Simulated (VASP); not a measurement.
# CdTe (F-43m) in VASP: further runs

The runs below take CdTe through single point, relaxation of cell and atoms, with PBEsol.

All numbers are computed with VASP 6.6.1; they aren't measurements. Logs are shortened: lines on timing, memory, paths and dates and some standing lists are left out, and cuts for length are marked.

### 1 The cell of the first run

The structure is cubic, space group F-43m (No. 216). The conventional cell has a = 6.564 Å, b = 6.564 Å, c = 6.564 Å, α = 90.00°, β = 90.00°, γ = 90.00°. Cd (site symmetry -43m) has 4 Te at 2.84 Å within 3.7 Å. Te (site symmetry -43m) has 4 Cd at 2.84 Å within 3.7 Å.

### 2 Single point, PBEsol

File INCAR:

```
PREC = Accurate
ENCUT = 520
EDIFF = 1E-6
ISMEAR = 0
SIGMA = 0.1
LREAL = F
LASPH = T
NELM = 80
ALGO = Normal
ISIF = 2
LWAVE = F
LCHARG = T
GGA = PS
LELF = T
LVHAR = T
NBANDS = 16
```

File KPOINTS:

```
Automatic mesh
0
Gamma
  6 6 6
```

File POSCAR:

```
CdTe
1.0
    0.0000000000      3.2821135562      3.2821135562
    3.2821135562      0.0000000000      3.2821135562
    3.2821135562      3.2821135562      0.0000000000
Cd Te
1 1
Direct
    0.0000000000      0.0000000000      0.0000000000
    0.2500000000      0.2500000000      0.2500000000
```

Potentials or basis: VASP PAW PBE potentials, release 64 (Cd, Te).

Launch:

```
> cat potpaw_PBE.64/Cd/POTCAR potpaw_PBE.64/Te/POTCAR > POTCAR
> mpirun -np 1 vasp_std > vasp.out
```

OUTCAR:

```text
PREC = Accurate
   ENCUT = 520
   EDIFF = 1E-6
   ISMEAR = 0
   LREAL = F
   LASPH = T
   NELM = 80
   ISIF = 2
   GGA = PS

 ion  position               nearest neighbor table
   1  0.000  0.000  0.000-   2 2.84   2 2.84   2 2.84   2 2.84
   2  0.250  0.250  0.250-   1 2.84   1 2.84   1 2.84   1 2.84

  LATTYP: Found a face centered cubic cell.
 ALAT       =     6.5642271124

  Lattice vectors:

 A1 = (   0.0000000000,   3.2821135562,   3.2821135562)
 A2 = (   3.2821135562,   0.0000000000,   3.2821135562)
 A3 = (   3.2821135562,   3.2821135562,   0.0000000000)

Analysis of symmetry for initial positions (statically):
=====================================================================
 Subroutine PRICEL returns:
 Original cell was already a primitive cell.

 Routine SETGRP: Setting up the symmetry group for a
 face centered cubic supercell.

 Subroutine GETGRP returns: Found 24 space group operations
 (whereof 24 operations were pure point group operations)
 out of a pool of 48 trial point group operations.

The static configuration has the point symmetry T_d .

Analysis of symmetry for dynamics (positions and initial velocities):
=====================================================================
 Subroutine PRICEL returns:
 Original cell was already a primitive cell.

 Routine SETGRP: Setting up the symmetry group for a
 face centered cubic supercell.

 Subroutine GETGRP returns: Found 24 space group operations
 (whereof 24 operations were pure point group operations)
 out of a pool of 48 trial point group operations.

The dynamic configuration has the point symmetry T_d .

 Subroutine INISYM returns: Found 24 space group operations
 (whereof 24 operations are pure point group operations),
 and found     1 'primitive' translations

----------------------------------------------------------------------------------------

                                     Primitive cell

  volume of cell :      70.7116

  direct lattice vectors                    reciprocal lattice vectors
     0.000000000  3.282113556  3.282113556    -0.152340859  0.152340859  0.152340859
     3.282113556  0.000000000  3.282113556     0.152340859 -0.152340859  0.152340859
     3.282113556  3.282113556  0.000000000     0.152340859  0.152340859 -0.152340859

  length of vectors
     4.641609504  4.641609504  4.641609504     0.263862109  0.263862109  0.263862109

  position of ions in fractional coordinates (direct lattice)
     0.000000000  0.000000000  0.000000000
     0.250000000  0.250000000  0.250000000

  ion indices of the primitive-cell ions
   primitive index   ion index
                 1           1
                 2           2

----------------------------------------------------------------------------------------

 KPOINTS: Automatic mesh

Automatic generation of k-mesh.
 Grid dimensions read from file:
 generate k-points for:    6    6    6

 Generating k-lattice:

  Cartesian coordinates                     Fractional coordinates (reciprocal lattice)
    -0.025390143  0.025390143  0.025390143     0.166666667  0.000000000  0.000000000
     0.025390143 -0.025390143  0.025390143     0.000000000  0.166666667  0.000000000
     0.025390143  0.025390143 -0.025390143     0.000000000  0.000000000  0.166666667

  Length of vectors
     0.043977018  0.043977018  0.043977018

  Shift w.r.t. Gamma in fractional coordinates (k-lattice)
     0.000000000  0.000000000  0.000000000

 Subroutine IBZKPT returns following result:
 ===========================================

 Found     16 irreducible k-points:

 Following reciprocal coordinates:
            Coordinates               Weight
  0.000000  0.000000  0.000000      1.000000
  0.166667  0.000000  0.000000      8.000000
  0.333333  0.000000  0.000000      8.000000
  0.500000  0.000000  0.000000      4.000000
  0.166667  0.166667  0.000000      6.000000
  0.333333  0.166667  0.000000     24.000000
[... 8 lines left out ...]
 -0.333333  0.333333  0.166667     24.000000
 -0.333333  0.500000  0.166667     12.000000
   k-points           NKPTS =     16   k-points in BZ     NKDIM =     16   number of bands    NBANDS=     16
   number of dos      NEDOS =    301   number of ions     NIONS =      2
   total plane-waves  NPLWV =  46656
   dimension x,y,z NGX =    36 NGY =   36 NGZ =   36
   dimension x,y,z NGXF=    72 NGYF=   72 NGZF=   72
   ions per type =               1   1
   NGX,Y,Z   is equivalent  to a cutoff of  12.89, 12.89, 12.89 a.u.
   NGXF,Y,Z  is equivalent  to a cutoff of  25.79, 25.79, 25.79 a.u.
 SYSTEM =  unknown system
   PREC   = accura    normal or accurate (medium, high low for compatibility)
   ISTART =      0    job   : 0-new  1-cont  2-samecut
   ICHARG =      2    charge: 1-file 2-atom 10-const
   ISPIN  =      1    spin polarized calculation?
   LNONCOLLINEAR =      F non collinear calculations
   LSORBIT =      F    spin-orbit coupling
   LASPH  =      T    aspherical Exc in radial PAW
   ENCUT  =  520.0 eV  38.22 Ry    6.18 a.u.   8.63  8.63  8.63*2*pi/ulx,y,z
   NELM   =     80;   NELMIN=  2; NELMDL= -5     # of ELM steps
   EDIFF  = 0.1E-05   stopping-criterion for ELM
   LREAL  =      F    real-space projection
   EDIFFG = 0.1E-04   stopping-criterion for IOM
   NSW    =      0    number of steps for IOM
   IBRION =     -1    ionic relax: 0-MD 1-quasi-New 2-CG
   NFREE  =      0    steps in history (QN), initial steepest desc. (CG)
   ISIF   =      2    stress and relaxation
   ISYM   =      2    0-nonsym 1-usesym 2-fastsym
   POTIM  = 0.5000    time-step for ionic-motion
   TEBEG  =    0.0;   TEEND  =   0.0 temperature during run
   PSTRESS=    0.0 pullay stress
   NELECT =      18.0000    total number of electrons
   NUPDOWN=      -1.0000    fix difference up-down
   EMIN   =  10.00;   EMAX   =-10.00  energy-range for DOS
   EFERMI =   0.00;   METHOD = LEGACY
   ISMEAR =     0;   SIGMA  =   0.10  broadening in eV -4-tet -1-fermi 0-gaus
   EFERMI_NEDOS =   21; number of points for ismear=-14 and -15
   IALGO  =     38    algorithm
   IMIX   =      4    mixing-type and parameters
     AMIX     =   0.40;   BMIX     =  1.00
     AMIX_MAG =   1.60;   BMIX_MAG =  1.00
  volume/ion in A,a.u.               =      35.36       238.59
  Fermi-wavevector in a.u.,A,eV,Ry     =   1.037533  1.960654 14.646338  1.076475
  Thomas-Fermi vector in A             =   2.171976
   LORBIT       =      0    0 simple, 1 ext, 2 COOP (PROOUT), +10 PAW based schemes
   GGA     = PS    functional components
   LHFCALC =     F    Hartree Fock is set to
   AEXX    =    0.0000 exact exchange contribution
   IVDW    =     0    specifies the selected vdW correction
   LEPSILON=     F    determine dielectric tensor
   LRPA    =     F    only Hartree local field effects (RPA)
 non-spin polarized calculation
 Gauss-broadening in eV      SIGMA  =   0.10
  energy-cutoff  :      520.00
  volume of cell :       70.71
 maximum number of plane-waves:      1932
 NGX is ok and might be reduce to    36
   NGX = 17   NGY = 17   NGZ = 17

 number of electron      18.0000006 magnetization

 Free energy of the ion-electron system (eV)
  ---------------------------------------------------
  ext. energy  EPLUGINS =         0.00000000
  ---------------------------------------------------
  free energy    TOTEN  =        -5.47592166 eV

  energy without entropy =       -5.47592117  energy(sigma->0) =       -5.47592142

 E-fermi :   2.1590     XC(G=0):  -8.6108

 val. band max:        1.8754621751   @ k =   0.0000   0.0000   0.0000
 cond. band min:       2.4235730134   @ k =   0.0000   0.0000   0.0000
 fundamental gap:      0.5481108383
 Fermi energy:         2.1589747040

 k-point     1 :       0.0000    0.0000    0.0000
  band No.  band energies     occupation
      1      -9.1237      2.00000
      2      -6.2577      2.00000
      3      -6.2577      2.00000
      4      -6.2577      2.00000
      5      -6.0205      2.00000
      6      -6.0205      2.00000
[... 8 lines left out ...]
     15      11.1496      0.00000
     16      11.1496      0.00000

 k-point     2 :       0.1667    0.0000    0.0000
  band No.  band energies     occupation
      1      -9.0308      2.00000
      2      -6.2408      2.00000
      3      -6.2408      2.00000
      4      -6.1796      2.00000
      5      -6.0216      2.00000
      6      -6.0216      2.00000
[... 8 lines left out ...]
     15      10.2732      0.00000
     16      10.2732      0.00000

 k-point     3 :       0.3333    0.0000    0.0000
  band No.  band energies     occupation
      1      -8.8445      2.00000
      2      -6.2116      2.00000
      3      -6.2116      2.00000
      4      -6.0179      2.00000
      5      -6.0179      2.00000
      6      -5.9242      2.00000
[... 8 lines left out ...]
     15      10.6568      0.00000
     16      10.6568      0.00000

 k-point     4 :       0.5000    0.0000    0.0000
  band No.  band energies     occupation
      1      -8.7529      2.00000
      2      -6.2003      2.00000
      3      -6.2003      2.00000
      4      -6.0124      2.00000
      5      -6.0124      2.00000
      6      -5.7041      2.00000
[... 8 lines left out ...]
     15      12.0389      0.00000
     16      12.0389      0.00000
[... 172 lines left out ...]
 k-point    14 :       0.5000    0.3333    0.1667
  band No.  band energies     occupation
      1      -8.7265      2.00000
      2      -6.1713      2.00000
      3      -6.1638      2.00000
      4      -6.0570      2.00000
      5      -6.0089      2.00000
      6      -5.7319      2.00000
[... 8 lines left out ...]
     15      11.9542      0.00000
     16      13.0804      0.00000

 k-point    15 :      -0.3333    0.3333    0.1667
  band No.  band energies     occupation
      1      -8.6688      2.00000
      2      -6.1641      2.00000
      3      -6.1507      2.00000
      4      -6.0425      2.00000
      5      -6.0174      2.00000
      6      -5.5672      2.00000
[... 8 lines left out ...]
     15      12.1563      0.00000
     16      12.8930      0.00000

 k-point    16 :      -0.3333    0.5000    0.1667
  band No.  band energies     occupation
      1      -8.6406      2.00000
      2      -6.1386      2.00000
      3      -6.1373      2.00000
      4      -6.0635      2.00000
      5      -6.0085      2.00000
      6      -5.5253      2.00000
[... 8 lines left out ...]
     15      12.7623      0.00000
     16      13.0136      0.00000

------------------------ aborting loop because EDIFF is reached ----------------------------------------

  FORCE on cell =-STRESS in cart. coord.  units (eV):
  Direction    XX          YY          ZZ          XY          YZ          ZX
  --------------------------------------------------------------------------------------
  -------------------------------------------------------------------------------------
  Total       -0.5106794     -0.5106794     -0.5106794     -0.0000000      0.0000000      0.0000000
  in kB      -11.5709253    -11.5709253    -11.5709253     -0.0000000      0.0000000      0.0000000
  external PRESSURE =     -11.5709253 kB  Pullay stress =       0.0000000 kB

 VOLUME and BASIS-vectors are now :
 -----------------------------------------------------------------------------
  energy-cutoff  :      520.00
  volume of cell :       70.71
      direct lattice vectors                 reciprocal lattice vectors
     0.000000000  3.282113556  3.282113556    -0.152340859  0.152340859  0.152340859
     3.282113556  0.000000000  3.282113556     0.152340859 -0.152340859  0.152340859
     3.282113556  3.282113556  0.000000000     0.152340859  0.152340859 -0.152340859

 POSITION                                       TOTAL-FORCE (eV/Angst)
 -----------------------------------------------------------------------------------
      0.00000      0.00000      0.00000        -0.000000     -0.000000     -0.000000
      1.64106      1.64106      1.64106         0.000000      0.000000      0.000000
 -----------------------------------------------------------------------------------
    total drift:                               -0.000000     -0.000000     -0.000000

  FREE ENERGIE OF THE ION-ELECTRON SYSTEM (eV)
  ---------------------------------------------------
  free  energy   TOTEN  =        -5.4759216620 eV

  energy  without entropy=       -5.4759211711  energy(sigma->0) =       -5.47592142
```

Wall time 15 s (1 thread of AMD EPYC 9R14 (Zen 4), shared host); peak memory 0.18 GiB.

What came out:

```
Free energy            : -5.4759 eV
Pressure               : -1.2 GPa
Band gap on the k mesh : 0.55 eV, direct
```

Caveat: the PAW data sets were made with another functional, which shifts forces and pressure a little; spin-orbit coupling is left out, which moves the levels of the heavy elements.

### 3 Single point, PBEsol

This run uses another cell than the first one, of 34.19 Å³/atom, 0.967 times its volume.

File INCAR:

```
SYSTEM = CdTe
PREC     = Accurate       ! precision mode
ENCUT    = 520            ! plane-wave cutoff, eV
EDIFF    = 1E-6           ! SCF threshold, eV
ISMEAR   = 0              ! smearing method
SIGMA    = 0.02           ! smearing width, eV
LREAL    = .FALSE.        ! projectors in reciprocal space
LASPH    = .TRUE.         ! aspherical terms in the spheres
NELM     = 60             ! most SCF steps
ALGO     = Normal         ! electronic algorithm
ISIF     = 2              ! what is computed and relaxed
LWAVE    = .FALSE.        ! write WAVECAR
LCHARG   = .FALSE.        ! write CHGCAR
GGA      = PS             ! functional
NBANDS   = 16             ! bands
```

File KPOINTS:

```
Automatic mesh
0
G
  8 8 8
  0 0 0
```

File POSCAR:

```
CdTe
1.0
    0.0000000000      3.2455445498      3.2455445498
    3.2455445498      0.0000000000      3.2455445498
    3.2455445498      3.2455445498      0.0000000000
Cd Te
1 1
Direct
    0.0000000000      0.0000000000      0.0000000000
    0.2500000000      0.2500000000      0.2500000000
```

Potentials or basis: VASP PAW PBE potentials, release 64 (Cd, Te).

Launch:

```
> cat potpaw_PBE.64/Cd/POTCAR potpaw_PBE.64/Te/POTCAR > POTCAR
> mpirun -np 1 vasp_std > vasp.out
```

Run time: 23 s. Hardware: 1 thread of AMD EPYC 9R14 (Zen 4), shared host; peak memory 0.18 GiB.

Results (log left out):

```yaml
Free_energy: -5.4895 eV
Pressure: 0.1 GPa
Band_gap_on_the_k_mesh: 0.65 eV, direct
```

Levels at points of the mesh, in eV from the valence-band top:
```tsv
k point	band 6	band 7	band 8	band 9	band 10	band 11	band 12	band 13
(0.00, 0.00, 0.00)	-7.98	0.00	0.00	0.00	0.65	4.55	4.55	4.55
(0.50, 0.00, 0.00)	-7.64	-4.45	-0.78	-0.78	1.73	5.13	5.13	6.93
(0.50, 0.50, 0.00)	-7.50	-4.33	-1.87	-1.87	2.50	2.60	8.70	9.05
```

Caveat: the PAW data sets were made with another functional, which shifts forces and pressure a little; spin-orbit coupling is left out, which moves the levels of the heavy elements.

### 4 Relaxation of cell and atoms, PBEsol

File INCAR:

```
SYSTEM = CdTe
ALGO     = Normal         ! electronic algorithm
EDIFF    = 1E-6           ! SCF threshold, eV
EDIFFG   = -0.005         ! ionic threshold
ENCUT    = 600            ! plane-wave cutoff, eV
GGA      = PS             ! functional
IBRION   = 2              ! ionic algorithm
ISIF     = 3              ! what is computed and relaxed
ISMEAR   = 0              ! smearing method
LASPH    = .TRUE.         ! aspherical terms in the spheres
LCHARG   = .FALSE.        ! write CHGCAR
LREAL    = .FALSE.        ! projectors in reciprocal space
LWAVE    = .FALSE.        ! write WAVECAR
NELM     = 80             ! most SCF steps
NSW      = 100            ! ionic steps
PREC     = Accurate       ! precision mode
SIGMA    = 0.02           ! smearing width, eV
```

File KPOINTS:

```
k-points
0
G
  8 8 8
  0 0 0
```

File POSCAR:

```
CdTe
1.0
    0.0000000000      3.2821135562      3.2821135562
    3.2821135562      0.0000000000      3.2821135562
    3.2821135562      3.2821135562      0.0000000000
Cd Te
1 1
Direct
    0.0000000000      0.0000000000      0.0000000000
    0.2500000000      0.2500000000      0.2500000000
```

Launch:

```
> cat potpaw_PBE.64/Cd/POTCAR potpaw_PBE.64/Te/POTCAR > POTCAR
> mpirun -np 1 vasp_std > vasp.out
```

It took 1.7 min on 1 thread of AMD EPYC 9R14 (Zen 4), shared host; peak memory 0.23 GiB.

Results (log left out):

```yaml
Free_energy: -5.4901 eV
Relaxed_volume: 34.27 Å³/atom
Relaxed_cell: a = 4.594 Å, b = 4.594 Å, c = 4.594 Å, α = 60.00°, β = 60.00°, γ = 60.00°
Space_group_after_relaxing_to_0.05_Å: F-43m (No. 216)
Energy_gained_by_relaxing: 4.3 meV/atom
Ionic_steps: 13
Pressure_after_relaxing: 0.0 GPa
Band_gap_on_the_k_mesh: 0.64 eV, direct
```

The path:
| step | energy change (eV) | largest force (eV/Å) | pressure (GPa) | volume (Å³) |
| --- | --- | --- | --- | --- |
| 1 | 0.0000 | 0.0000 | -1.21 | 70.71 |
| 2 | -0.0081 | 0.0000 | 0.31 | 68.02 |
| 3 | -0.0086 | 0.0000 | 0.04 | 68.51 |
| 4 | -0.0086 | 0.0000 | -0.04 | 68.58 |
| 5 | -0.0086 | 0.0000 | -0.04 | 68.58 |
| 6 | -0.0086 | 0.0000 | -0.03 | 68.57 |
| 7 | -0.0086 | 0.0000 | -0.03 | 68.57 |
| 8 | -0.0086 | 0.0000 | -0.03 | 68.57 |
| 9 | -0.0086 | 0.0000 | -0.03 | 68.57 |
| 10 | -0.0086 | 0.0000 | -0.04 | 68.57 |
| 11 | -0.0086 | 0.0000 | -0.04 | 68.56 |
| 12 | -0.0086 | 0.0000 | -0.03 | 68.56 |
| 13 | -0.0086 | 0.0000 | -0.02 | 68.54 |

Final structure:
```cif
data_structure
_symmetry_space_group_name_H-M 'P 1'
_symmetry_Int_Tables_number 1
_cell_length_a 4.5937
_cell_length_b 4.5937
_cell_length_c 4.5937
_cell_angle_alpha 60.000
_cell_angle_beta 60.000
_cell_angle_gamma 60.000
_cell_volume 68.54
loop_
_atom_site_label
_atom_site_type_symbol
_atom_site_fract_x
_atom_site_fract_y
_atom_site_fract_z
_atom_site_occupancy
Cd1 Cd 0.00000 0.00000 0.00000 1
Te1 Te 0.25000 0.25000 0.25000 1
```

Levels at points of the mesh, in eV from the valence-band top:
| k point | band 7 | band 8 | band 9 | band 10 | band 11 | band 12 |
| --- | --- | --- | --- | --- | --- | --- |
| (0.00, 0.00, 0.00) | 0.00 | 0.00 | 0.00 | 0.64 | 4.55 | 4.55 |
| (0.50, 0.00, 0.00) | -4.43 | -0.77 | -0.77 | 1.73 | 5.13 | 5.13 |
| (0.50, 0.50, 0.00) | -4.32 | -1.86 | -1.86 | 2.51 | 2.60 | 8.68 |

Caveat: the PAW data sets were made with another functional, which shifts forces and pressure a little; spin-orbit coupling is left out, which moves the levels of the heavy elements.

### 5 Overview

```csv
task,cell,k mesh,cutoff (eV),smearing,gap on the mesh (eV),pressure (GPa)
single point,"a = 4.642 Å, angles 60.0°, 2 atoms",6 × 6 × 6,520,gaussian 0.1 eV,0.55,-1.2
single point,"a = 4.590 Å, angles 60.0°, 2 atoms",8 × 8 × 8,520,gaussian 0.02 eV,0.65,0.1
relaxation of cell and atoms,"relaxed from a = 4.642 Å, angles 60.0°, 2 atoms",8 × 8 × 8,600,gaussian 0.02 eV,0.64,0.0
```

Alike in all rows: level PBEsol; potentials or basis VASP PAW PBE potentials, release 64 (Cd, Te); no spin polarisation.

Caveats: the PAW data sets were made with another functional, which shifts forces and pressure a little; spin-orbit coupling is left out, which moves the levels of the heavy elements.

Absolute energies hang on the potentials; compare differences alone.
